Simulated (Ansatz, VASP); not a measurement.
# BP in VASP and in Ansatz

```
CELL_PARAMETERS angstrom
0.00000 2.17928 2.17928
2.17928 0.00000 2.17928
2.17928 2.17928 0.00000
ATOMIC_POSITIONS crystal
B 0.00000 0.00000 0.00000
P 0.25000 0.25000 0.25000
```

Alike in both runs: task single point; functional PBE; k mesh 10 × 10 × 10; occupations gaussian, width 0.02 eV; no spin polarisation.

```csv
,VASP,Ansatz
version,VASP 6.6.1,Ansatz 0.2.0
potentials or method,"VASP PAW PBE potentials, release 64 (B, P), cutoff 520 eV","scalar-relativistic, plane waves, PAW"
valence electrons in the cell,8,8
```

```csv
,VASP,Ansatz,Ansatz less VASP
gap on the k mesh at the Fermi level (eV),1.07,1.07,+0.006
least direct gap on the mesh (eV),3.61,3.62,+0.005
pressure (GPa),26.0,26.4,+0.38
```
